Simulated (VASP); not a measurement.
**LiCl: single point with PBE**

Crystal: LiCl.

```
Li Cl
1.0
     0.02556    2.55604    2.55604
     2.55604    0.02556    2.55604
     2.58160    2.58160    0.00000
Li Cl
1 1
Direct
  0.00000 0.00000 0.00000
  0.50000 0.50000 0.50000
```

This cell differs from its parent crystal: shear xy strain +2.0%.

```
Program                : VASP 6.6.1
Task                   : single point
Functional             : PBE
Potentials or basis    : VASP PAW PBE potentials, release 64 (Li_sv, Cl)
Cutoff                 : 520 eV
k mesh                 : 6 × 6 × 6
Occupations            : gaussian, width 0.01 eV
Spin                   : no spin polarisation
Dipole correction      : no
Further INCAR settings : ALGO = Normal; EDIFF = 1e-06; NBANDS = 12
```

* Band gap on the k mesh: 6.34 eV, direct

Levels at points of the mesh, in eV from the valence-band top:
| k point | band 2 | band 3 | band 4 | band 5 | band 6 | band 7 | band 8 | band 9 |
| --- | --- | --- | --- | --- | --- | --- | --- | --- |
| (0.00, 0.00, 0.00) | -13.50 | -0.12 | -0.06 | 0.00 | 6.34 | 11.72 | 11.89 | 12.05 |
| (0.50, 0.00, 0.00) | -12.89 | -2.91 | -0.37 | -0.33 | 6.66 | 9.31 | 9.44 | 13.10 |
| (0.50, 0.50, 0.00) | -12.66 | -3.00 | -1.27 | -1.09 | 7.82 | 8.25 | 12.46 | 14.09 |
| (0.00, 0.00, 0.50) | -12.93 | -2.93 | -0.31 | -0.27 | 6.76 | 9.45 | 9.58 | 12.94 |
| (0.50, 0.00, 0.50) | -12.66 | -3.00 | -1.18 | -1.18 | 7.85 | 8.22 | 12.45 | 14.14 |

Run time: 7.1 s on 1 thread of Intel(R) Xeon(R) 6975P-C (Granite Rapids), on a shared host, peak memory 0.15 GiB.

Caveat: the cell differs from its parent crystal (shear xy strain +2.0%). A k mesh can miss the band edges.
